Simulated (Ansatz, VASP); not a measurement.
CdSe: VASP beside Ansatz

```xyz
2
Lattice="0.0000 2.8429 2.8429 2.8429 0.0000 2.8429 2.8429 2.8429 0.0000" Properties=species:S:1:pos:R:3 pbc="T T T"
Cd    0.0000    0.0000    0.0000
Se    2.8429    2.8429    2.8429
```

Alike in both runs: task single point; functional PBEsol; k mesh 6 × 6 × 6; occupations gaussian, width 0.05 eV; no spin polarisation.

|  | VASP | Ansatz |
| --- | --- | --- |
| version | VASP 6.6.1 | Ansatz 0.2.0 |
| potentials or method | VASP PAW PBE potentials, release 64 (Cd, Se) | plane waves |
| plane-wave cutoff (eV) | 500 | 420 |
| valence electrons in the cell | 18 | 36 |

```tsv
	VASP	Ansatz	Ansatz less VASP
pressure (GPa)	-1.6	-2.0	-0.41
```

VASP's potentials were made for PBE, not for PBEsol. VASP's potentials hold 18 valence electrons a cell and Ansatz's 36, so a difference there can come from the potentials and not from the codes.
